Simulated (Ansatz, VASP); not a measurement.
**One calculation of HfN, two programs**

```
Hf N
1.0
     0.00000   -2.23398   -2.23398
     0.00000    2.23398   -2.23398
     4.46795    0.00000    0.00000
Hf N
2 2
Direct
  0.50021 0.49979 0.50000
  0.99979 0.00021 0.00000
  0.50486 0.49514 0.00000
  0.99514 0.00486 0.50000
```

Change from the starting cell: mode 4 frozen in at +0.000 Å and mode 11 at -0.022 Å (largest displacements).

Alike in both runs: task single point; functional LDA; k mesh 14 × 14 × 10; occupations gaussian, width 0.15 eV; no spin polarisation.

|  | VASP | Ansatz |
| --- | --- | --- |
| version | VASP 6.6.1 | Ansatz 0.2.0 |
| potentials or method | VASP PAW LDA potentials, release 64 (Hf_pv, N), cutoff 520 eV | scalar-relativistic, plane waves, PAW |
| valence electrons in the cell | 30 | 62 |

Ansatz gave:

```
gap on the k mesh at the Fermi level (eV)                     : none
pressure (GPa)                                                : 0.1
traceless stress, the component that is largest in VASP (GPa) : -0.60
rms of the force components (eV/Å)                            : 0.141
```

Problem. Which values does VASP return?

Solution. gap on the k mesh at the Fermi level (eV): none; pressure (GPa): -1.1; traceless stress, the component that is largest in VASP (GPa): -0.60; rms of the force components (eV/Å): 0.141.

Ansatz warns that its potentials were made for another functional, while VASP's fit it. LDA's correlation is that of Perdew and Zunger in VASP and of Perdew and Wang (1992) in Ansatz. Atom by atom the forces differ by 0.001 eV/Å (rms over components). A gap of «none» marks a metal or a gap that the smearing closes. VASP's potentials hold 30 valence electrons a cell and Ansatz's 62, so a difference there can come from the potentials and not from the codes.

Spin-orbit coupling is off throughout.
